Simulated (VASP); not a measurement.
# BaY in VASP: a series of runs

BaY is run at these levels: PBE, r2SCAN; tasks: single point.

Everything below comes from runs of VASP 6.6.1. Logs are shortened: lines on timing, memory, paths and dates and some standing lists are left out, and cuts for length are marked.

## 1. The cell of the first run

It takes space group P4/mmm (No. 123, tetragonal). The conventional cell has a = 4.256 Å, b = 4.256 Å, c = 4.475 Å, α = 90.00°, β = 90.00°, γ = 90.00°. Ba (site symmetry 4/mmm) has 8 Y at 3.75 Å and 6 Ba at 4.26 to 4.48 Å within 4.9 Å. Y (site symmetry 4/mmm) has 8 Ba at 3.75 Å and 6 Y at 4.26 to 4.48 Å within 4.9 Å.

## 2. Single point, PBE

Contents of INCAR:

```
SYSTEM = BaY
PREC = Accurate
ENCUT = 520
EDIFF = 1E-6
ISMEAR = 0
SIGMA = 0.05
LREAL = .False.
LASPH = .True.
NELM = 60
ALGO = Fast
ISIF = 2
LWAVE = .False.
LCHARG = .True.
GGA = PE
LELF = .True.
LVHAR = .True.
NBANDS = 18
```

Contents of KPOINTS:

```
regular mesh
0
Gamma
  10 10 10
  0 0 0
```

Contents of POSCAR:

```
BaY
1.0
    4.2556898000      0.0000000000      0.0000000000
    0.0000000000      4.2556898000      0.0000000000
    0.0000000000      0.0000000000      4.4754226500
Ba Y
1 1
Direct
    0.0000000000      0.0000000000      0.0000000000
    0.5000000000      0.5000000000      0.5000000000
```

Potentials or basis: VASP PAW PBE potentials, release 64 (Ba_sv, Y_sv).

Run with:

```
> cat potpaw_PBE.64/Ba_sv/POTCAR potpaw_PBE.64/Y_sv/POTCAR > POTCAR
> mpirun -np 1 vasp_std > vasp.out
```

OUTCAR:

```text
SYSTEM = BaY
   PREC = Accurate
   ENCUT = 520
   EDIFF = 1E-6
   ISMEAR = 0
   LREAL = .False.
   LASPH = .True.
   NELM = 60
   ISIF = 2
   GGA = PE

 ion  position               nearest neighbor table
   1  0.000  0.000  0.000-   2 3.75   2 3.75   2 3.75   2 3.75   2 3.75   2 3.75   2 3.75   2 3.75

   2  0.500  0.500  0.500-   1 3.75   1 3.75   1 3.75   1 3.75   1 3.75   1 3.75   1 3.75   1 3.75

  LATTYP: Found a simple tetragonal cell.
 ALAT       =     4.2556898000
 C/A-ratio  =     1.0516327224

  Lattice vectors:

 A1 = (   4.2556898000,   0.0000000000,   0.0000000000)
 A2 = (   0.0000000000,   4.2556898000,   0.0000000000)
 A3 = (   0.0000000000,   0.0000000000,   4.4754226500)

Analysis of symmetry for initial positions (statically):
=====================================================================
 Subroutine PRICEL returns:
 Original cell was already a primitive cell.

 Routine SETGRP: Setting up the symmetry group for a
 simple tetragonal supercell.

 Subroutine GETGRP returns: Found 16 space group operations
 (whereof 16 operations were pure point group operations)
 out of a pool of 16 trial point group operations.

The static configuration has the point symmetry D_4h.

Analysis of symmetry for dynamics (positions and initial velocities):
=====================================================================
 Subroutine PRICEL returns:
 Original cell was already a primitive cell.

 Routine SETGRP: Setting up the symmetry group for a
 simple tetragonal supercell.

 Subroutine GETGRP returns: Found 16 space group operations
 (whereof 16 operations were pure point group operations)
 out of a pool of 16 trial point group operations.

The dynamic configuration has the point symmetry D_4h.

 Subroutine INISYM returns: Found 16 space group operations
 (whereof 16 operations are pure point group operations),
 and found     1 'primitive' translations

----------------------------------------------------------------------------------------

                                     Primitive cell

  volume of cell :      81.0539

  direct lattice vectors                    reciprocal lattice vectors
     4.255689800  0.000000000  0.000000000     0.234979533  0.000000000  0.000000000
     0.000000000  4.255689800  0.000000000     0.000000000  0.234979533  0.000000000
     0.000000000  0.000000000  4.475422650     0.000000000  0.000000000  0.223442584

  length of vectors
     4.255689800  4.255689800  4.475422650     0.234979533  0.234979533  0.223442584

  position of ions in fractional coordinates (direct lattice)
     0.000000000  0.000000000  0.000000000
     0.500000000  0.500000000  0.500000000

  ion indices of the primitive-cell ions
   primitive index   ion index
                 1           1
                 2           2

----------------------------------------------------------------------------------------

 KPOINTS: regular mesh

Automatic generation of k-mesh.
 Grid dimensions read from file:
 generate k-points for:   10   10   10

 Generating k-lattice:

  Cartesian coordinates                     Fractional coordinates (reciprocal lattice)
     0.023497953  0.000000000  0.000000000     0.100000000  0.000000000  0.000000000
     0.000000000  0.023497953  0.000000000     0.000000000  0.100000000  0.000000000
     0.000000000  0.000000000  0.022344258     0.000000000  0.000000000  0.100000000

  Length of vectors
     0.023497953  0.023497953  0.022344258

  Shift w.r.t. Gamma in fractional coordinates (k-lattice)
     0.000000000  0.000000000  0.000000000

 Subroutine IBZKPT returns following result:
 ===========================================

 Found    126 irreducible k-points:

 Following reciprocal coordinates:
            Coordinates               Weight
  0.000000  0.000000  0.000000      1.000000
  0.100000  0.000000  0.000000      4.000000
  0.200000  0.000000  0.000000      4.000000
  0.300000  0.000000  0.000000      4.000000
  0.400000  0.000000  0.000000      4.000000
  0.500000  0.000000  0.000000      2.000000
[... 16 lines left out ...]
  0.100000  0.000000  0.100000      8.000000
  0.200000  0.000000  0.100000      8.000000
 [... further k-points ...]
   k-points           NKPTS =    126   k-points in BZ     NKDIM =    126   number of bands    NBANDS=     18
   number of dos      NEDOS =    301   number of ions     NIONS =      2
   total plane-waves  NPLWV =  36864
   dimension x,y,z NGX =    32 NGY =   32 NGZ =   36
   dimension x,y,z NGXF=    64 NGYF=   64 NGZF=   72
   ions per type =               1   1
   NGX,Y,Z   is equivalent  to a cutoff of  12.50, 12.50, 13.37 a.u.
   NGXF,Y,Z  is equivalent  to a cutoff of  25.00, 25.00, 26.75 a.u.
 SYSTEM =  BaY
   PREC   = accura    normal or accurate (medium, high low for compatibility)
   ISTART =      0    job   : 0-new  1-cont  2-samecut
   ICHARG =      2    charge: 1-file 2-atom 10-const
   ISPIN  =      1    spin polarized calculation?
   LNONCOLLINEAR =      F non collinear calculations
   LSORBIT =      F    spin-orbit coupling
   LASPH  =      T    aspherical Exc in radial PAW
   ENCUT  =  520.0 eV  38.22 Ry    6.18 a.u.   7.91  7.91  8.32*2*pi/ulx,y,z
   NELM   =     60;   NELMIN=  2; NELMDL= -5     # of ELM steps
   EDIFF  = 0.1E-05   stopping-criterion for ELM
   LREAL  =      F    real-space projection
   EDIFFG = 0.1E-04   stopping-criterion for IOM
   NSW    =      0    number of steps for IOM
   IBRION =     -1    ionic relax: 0-MD 1-quasi-New 2-CG
   NFREE  =      0    steps in history (QN), initial steepest desc. (CG)
   ISIF   =      2    stress and relaxation
   ISYM   =      2    0-nonsym 1-usesym 2-fastsym
   POTIM  = 0.5000    time-step for ionic-motion
   TEBEG  =    0.0;   TEEND  =   0.0 temperature during run
   PSTRESS=    0.0 pullay stress
   NELECT =      21.0000    total number of electrons
   NUPDOWN=      -1.0000    fix difference up-down
   EMIN   =  10.00;   EMAX   =-10.00  energy-range for DOS
   EFERMI =   0.00;   METHOD = LEGACY
   ISMEAR =     0;   SIGMA  =   0.05  broadening in eV -4-tet -1-fermi 0-gaus
   EFERMI_NEDOS =   21; number of points for ismear=-14 and -15
   IALGO  =     68    algorithm
   IMIX   =      4    mixing-type and parameters
     AMIX     =   0.40;   BMIX     =  1.00
     AMIX_MAG =   1.60;   BMIX_MAG =  1.00
  volume/ion in A,a.u.               =      40.53       273.49
  Fermi-wavevector in a.u.,A,eV,Ry     =   1.043654  1.972220 14.819656  1.089214
  Thomas-Fermi vector in A             =   2.178373
   LORBIT       =      0    0 simple, 1 ext, 2 COOP (PROOUT), +10 PAW based schemes
   GGA     = PE    functional components
   LHFCALC =     F    Hartree Fock is set to
   AEXX    =    0.0000 exact exchange contribution
   IVDW    =     0    specifies the selected vdW correction
   LEPSILON=     F    determine dielectric tensor
   LRPA    =     F    only Hartree local field effects (RPA)
 non-spin polarized calculation
 RMM-DIIS sequential band-by-band and
 Gauss-broadening in eV      SIGMA  =   0.05
  energy-cutoff  :      520.00
  volume of cell :       81.05
 maximum number of plane-waves:      2204
 NGX is ok and might be reduce to    32

 number of electron      21.0000001 magnetization

 Free energy of the ion-electron system (eV)
  ---------------------------------------------------
  ext. energy  EPLUGINS =         0.00000000
  ---------------------------------------------------
  free energy    TOTEN  =        -7.61535790 eV

  energy without entropy =       -7.60938255  energy(sigma->0) =       -7.61237022

 E-fermi :   2.7493     XC(G=0):  -8.8051

 val. band max:        2.7477738220   @ k =   0.5000   0.2000   0.3000
 cond. band min:       2.7503893805   @ k =   0.3000   0.3000   0.3000
 fundamental gap:      0.0026155585
 Fermi energy:         2.7493085941

 k-point     1 :       0.0000    0.0000    0.0000
  band No.  band energies     occupation
      1     -40.7441      2.00000
      2     -25.0976      2.00000
      3     -20.7110      2.00000
      4     -20.6661      2.00000
      5     -20.6661      2.00000
      6     -10.2698      2.00000
[... 10 lines left out ...]
     17       7.8241      0.00000
     18       8.5842      0.00000

 k-point     2 :       0.1000    0.0000    0.0000
  band No.  band energies     occupation
      1     -40.7439      2.00000
      2     -25.0953      2.00000
      3     -20.7104      2.00000
      4     -20.6702      2.00000
      5     -20.6656      2.00000
      6     -10.2676      2.00000
[... 10 lines left out ...]
     17       7.1074      0.00000
     18       7.5296      0.00000

 k-point     3 :       0.2000    0.0000    0.0000
  band No.  band energies     occupation
      1     -40.7434      2.00000
      2     -25.0894      2.00000
      3     -20.7088      2.00000
      4     -20.6808      2.00000
      5     -20.6642      2.00000
      6     -10.3697      2.00000
[... 10 lines left out ...]
     17       6.6103      0.00000
     18       6.6320      0.00000

 k-point     4 :       0.3000    0.0000    0.0000
  band No.  band energies     occupation
      1     -40.7428      2.00000
      2     -25.0821      2.00000
      3     -20.7069      2.00000
      4     -20.6938      2.00000
      5     -20.6625      2.00000
      6     -10.5168      2.00000
[... 375 lines left out ...]
      4     -20.6658      2.00000
      5     -20.6658      2.00000
      6     -10.3037      2.00000
[... 10 lines left out ...]
     17       7.5627      0.00000
     18       7.5834      0.00000

 k-point    23 :       0.1000    0.0000    0.1000
  band No.  band energies     occupation
      1     -40.7438      2.00000
      2     -25.0942      2.00000
      3     -20.7124      2.00000
      4     -20.6699      2.00000
      5     -20.6653      2.00000
      6     -10.3016      2.00000
[... 10 lines left out ...]
     17       6.6498      0.00000
     18       7.0892      0.00000

 k-point    24 :       0.2000    0.0000    0.1000
  band No.  band energies     occupation
      1     -40.7433      2.00000
      2     -25.0882      2.00000
      3     -20.7112      2.00000
      4     -20.6808      2.00000
      5     -20.6639      2.00000
      6     -10.3680      2.00000
[... 10 lines left out ...]
     17       6.3782      0.00000
     18       6.5477      0.00000

 [... further k-points ...]
[... 5 lines left out ...]
  --------------------------------------------------------------------------------------
  -------------------------------------------------------------------------------------
  Total        0.8115848      0.8115848      0.6314335      0.0000000      0.0000000      0.0000000
  in kB       16.0424423     16.0424423     12.4814261      0.0000000      0.0000000      0.0000000
  external PRESSURE =      14.8554369 kB  Pullay stress =       0.0000000 kB

 VOLUME and BASIS-vectors are now :
 -----------------------------------------------------------------------------
  energy-cutoff  :      520.00
  volume of cell :       81.05
      direct lattice vectors                 reciprocal lattice vectors
     4.255689800  0.000000000  0.000000000     0.234979533  0.000000000  0.000000000
     0.000000000  4.255689800  0.000000000     0.000000000  0.234979533  0.000000000
     0.000000000  0.000000000  4.475422650     0.000000000  0.000000000  0.223442584

 POSITION                                       TOTAL-FORCE (eV/Angst)
 -----------------------------------------------------------------------------------
      0.00000      0.00000      0.00000         0.000000      0.000000      0.000000
      2.12784      2.12784      2.23771         0.000000      0.000000      0.000000
 -----------------------------------------------------------------------------------
    total drift:                                0.000000      0.000000     -0.000000

  FREE ENERGIE OF THE ION-ELECTRON SYSTEM (eV)
  ---------------------------------------------------
  free  energy   TOTEN  =        -7.6153579021 eV

  energy  without entropy=       -7.6093825460  energy(sigma->0) =       -7.61237022
```

It took 4.1 min on 1 thread of Intel Xeon Platinum 8559C (Emerald Rapids), shared host; peak memory 0.37 GiB.

What came out:

- Free energy: -7.6154 eV
- Pressure: 1.5 GPa

Levels at points of the mesh, in eV from the Fermi level:
| k point | band 8 | band 9 | band 10 | band 11 | band 12 | band 13 |
| --- | --- | --- | --- | --- | --- | --- |
| (0.00, 0.00, 0.00) | -12.95 | -3.67 | -1.23 | -1.11 | 1.54 | 1.54 |
| (0.50, 0.00, 0.00) | -12.92 | -1.17 | -1.14 | 0.15 | 1.03 | 1.45 |
| (0.50, 0.50, 0.00) | -12.94 | -1.91 | -1.07 | 0.10 | 0.10 | 1.75 |
| (0.00, 0.00, 0.50) | -12.94 | -1.36 | -1.29 | 0.08 | 0.93 | 1.72 |
| (0.50, 0.00, 0.50) | -12.89 | -1.96 | -1.03 | 0.48 | 0.48 | 1.51 |
| (0.50, 0.50, 0.50) | -13.23 | -0.23 | -0.09 | -0.09 | 0.65 | 0.84 |

Caveat: spin-orbit coupling is left out, which moves the levels of the heavy elements.

## 3. Single point, r2SCAN

Contents of POSCAR:

```
BaY
1.0
    4.2556898000      0.0000000000      0.0000000000
    0.0000000000      4.2556898000      0.0000000000
    0.0000000000      0.0000000000      4.4754226500
Ba Y
1 1
Direct
   -0.0079710000     -0.0019900000      0.0013040000
    0.5024000000      0.4964940000      0.4964250000
```

Contents of INCAR.step1:

```
SYSTEM = BaY
PREC = Accurate ; ENCUT = 520
ISMEAR = 1 ; SIGMA = 0.1
LREAL = .FALSE. ; LASPH = .TRUE.
NELM = 100 ; NBANDS = 18
GGA = PE ; ALGO = Normal
EDIFF = 1E-4 ; LWAVE = .TRUE.
LCHARG = .FALSE.
```

Contents of INCAR.step2:

```
SYSTEM = BaY
PREC = Accurate ; ENCUT = 520
EDIFF = 1E-6 ; ISMEAR = 1
SIGMA = 0.1 ; LREAL = .FALSE.
LASPH = .TRUE. ; NELM = 100
ALGO = Normal ; ISIF = 2
LWAVE = .FALSE. ; LCHARG = .TRUE.
METAGGA = R2SCAN ; LMIXTAU = .TRUE.
LELF = .TRUE. ; LVHAR = .TRUE.
NBANDS = 18 ; ISTART = 1
```

Contents of KPOINTS:

```
regular mesh
0
G
  5 5 5
  0 0 0
```

Potentials or basis: VASP PAW PBE potentials, release 64 (Ba_sv, Y_sv).

Run with:

```
> cat potpaw_PBE.64/Ba_sv/POTCAR potpaw_PBE.64/Y_sv/POTCAR > POTCAR
> cp INCAR.step1 INCAR
> mpirun -np 1 vasp_std > vasp.out
> cp INCAR.step2 INCAR
> mpirun -np 1 vasp_std > vasp.out
```

It took 1.9 min on 1 thread of Intel Xeon Platinum 8559C (Emerald Rapids), shared host; peak memory 0.27 GiB.

It converged, with:

| Property | Result |
| --- | --- |
| Free energy | -45.9507 eV |
| Pressure | 1.9 GPa |
| Largest force | 0.117 eV/Å |

Forces in eV/Å, atoms in the order of the input:
```
Ba   0.103 -0.015 -0.054
Y   -0.103  0.015  0.054
```

Stress tensor (GPa, compression positive):
```
 2.19  0.00 -0.01
 0.00  2.21  0.00
-0.01  0.00  1.38
```

Levels at points of the mesh, in eV from the Fermi level:
```
           k point  band 9  band 10  band 11  band 12  band 13  band 14
(0.00, 0.00, 0.00)   -3.70    -1.26    -1.13     1.96     1.97     2.31
```

Caveat: the PAW data sets were made with another functional, which shifts forces and pressure a little; spin-orbit coupling is left out, which moves the levels of the heavy elements.

## 4. Single point, r2SCAN

POSCAR is that of step 3.

Contents of INCAR.step1:

```
PREC = Accurate
ENCUT = 520
ISMEAR = 1
SIGMA = 0.1
LREAL = F
LASPH = T
NELM = 80
NBANDS = 18
GGA = PE
ALGO = Normal
EDIFF = 1E-4
LWAVE = T
LCHARG = F
```

Contents of INCAR.step2:

```
PREC = Accurate
ENCUT = 520
EDIFF = 1E-6
ISMEAR = 1
SIGMA = 0.1
LREAL = F
LASPH = T
NELM = 80
ALGO = Normal
ISIF = 2
LWAVE = F
LCHARG = F
METAGGA = R2SCAN
LMIXTAU = T
NBANDS = 18
ISTART = 1
```

Contents of KPOINTS:

```
regular mesh
0
Gamma
  5 5 5
```

Run with:

```
> cat potpaw_PBE.64/Ba_sv/POTCAR potpaw_PBE.64/Y_sv/POTCAR > POTCAR
> cp INCAR.step1 INCAR
> mpirun -np 1 vasp_std > vasp.out
> cp INCAR.step2 INCAR
> mpirun -np 1 vasp_std > vasp.out
```

It took 1.9 min on 1 thread of Intel Xeon Platinum 8559C (Emerald Rapids), shared host; peak memory 0.27 GiB.

The run converged. Its results:

| Quantity | Value |
| --- | --- |
| Free energy | -45.9507 eV |
| Pressure | 1.9 GPa |
| Largest force | 0.117 eV/Å |

Forces on the atoms (eV/Å):
```
Ba   0.103 -0.015 -0.054
Y   -0.103  0.015  0.054
```

Stress tensor (GPa, compression positive):
```
 2.19  0.00 -0.01
 0.00  2.21  0.00
-0.01  0.00  1.38
```

Levels at points of the mesh, in eV from the Fermi level:
| k point | band 9 | band 10 | band 11 | band 12 | band 13 | band 14 |
| --- | --- | --- | --- | --- | --- | --- |
| (0.00, 0.00, 0.00) | -3.70 | -1.26 | -1.13 | 1.96 | 1.97 | 2.31 |

Caveat: the PAW data sets were made with another functional, which shifts forces and pressure a little; spin-orbit coupling is left out, which moves the levels of the heavy elements.

## 5. Single point, PBE (volume scaled by 0.94)

Contents of INCAR:

```
PREC = Accurate
ENCUT = 520
EDIFF = 1E-7
ISMEAR = -1
SIGMA = 0.05
LREAL = F
LASPH = T
NELM = 100
ALGO = Fast
ISIF = 2
LWAVE = F
LCHARG = F
GGA = PE
NBANDS = 18
```

Contents of KPOINTS:

```
Automatic mesh
0
Gamma
  6 6 6
```

Contents of POSCAR:

```
BaY
1.0
    4.1688146111      0.0000000000      0.0000000000
    0.0000000000      4.1688146111      0.0000000000
    0.0000000000      0.0000000000      4.3840618586
Ba Y
1 1
Direct
    0.0000000000      0.0000000000      0.0000000000
    0.5000000000      0.5000000000      0.5000000000
```

Run with:

```
> cat potpaw_PBE.64/Ba_sv/POTCAR potpaw_PBE.64/Y_sv/POTCAR > POTCAR
> mpirun -np 1 vasp_std > vasp.out
```

Wall time 3.1 min (1 thread of Intel Xeon 6975P-C, shared host); peak memory 0.24 GiB.

Results (log left out):

| Item | Value |
| --- | --- |
| Free energy | -7.5811 eV |
| Pressure | 3.1 GPa |

Stress tensor (GPa, compression positive):
```
3.21 0.00 0.00
0.00 3.21 0.00
0.00 0.00 2.80
```

Levels at points of the mesh, in eV from the Fermi level:
| k point | band 8 | band 9 | band 10 | band 11 | band 12 | band 13 |
| --- | --- | --- | --- | --- | --- | --- |
| (0.00, 0.00, 0.00) | -12.84 | -3.67 | -1.35 | -1.23 | 1.62 | 1.62 |
| (0.50, 0.00, 0.00) | -12.81 | -1.09 | -0.97 | 0.13 | 0.99 | 1.58 |
| (0.50, 0.50, 0.00) | -12.84 | -1.98 | -1.12 | 0.07 | 0.07 | 2.04 |
| (0.00, 0.00, 0.50) | -12.83 | -1.21 | -1.20 | 0.05 | 0.89 | 1.87 |
| (0.50, 0.00, 0.50) | -12.77 | -2.04 | -1.06 | 0.47 | 0.47 | 1.79 |
| (0.50, 0.50, 0.50) | -13.19 | -0.23 | -0.08 | -0.08 | 0.78 | 0.99 |

Caveat: spin-orbit coupling is left out, which moves the levels of the heavy elements.

## 6. The runs side by side

| level | cell | k mesh | smearing | gap on the mesh (eV) | pressure (GPa) |
| --- | --- | --- | --- | --- | --- |
| PBE | a = 4.256, b = 4.256, c = 4.475 Å, 2 atoms | 10 × 10 × 10 | gaussian 0.05 eV | none | 1.5 |
| r2SCAN | a = 4.256, b = 4.256, c = 4.475 Å, 2 atoms | 5 × 5 × 5 | methfessel-paxton 0.1 eV | none | 1.9 |
| PBE | a = 4.169, b = 4.169, c = 4.384 Å, 2 atoms | 6 × 6 × 6 | fermi-dirac 0.05 eV | none | 3.1 |

Some of these runs hold the atoms at other places in the same cell, which the table doesn't show; runs alike in all that it shows share one row.

Alike in all rows: task single point; potentials or basis VASP PAW PBE potentials, release 64 (Ba_sv, Y_sv); no spin polarisation; cutoff (eV) 520.

Caveats: spin-orbit coupling is left out, which moves the levels of the heavy elements; the PAW data sets were made with another functional, which shifts forces and pressure a little (some runs).

Absolute energies hang on the potentials; compare differences alone.
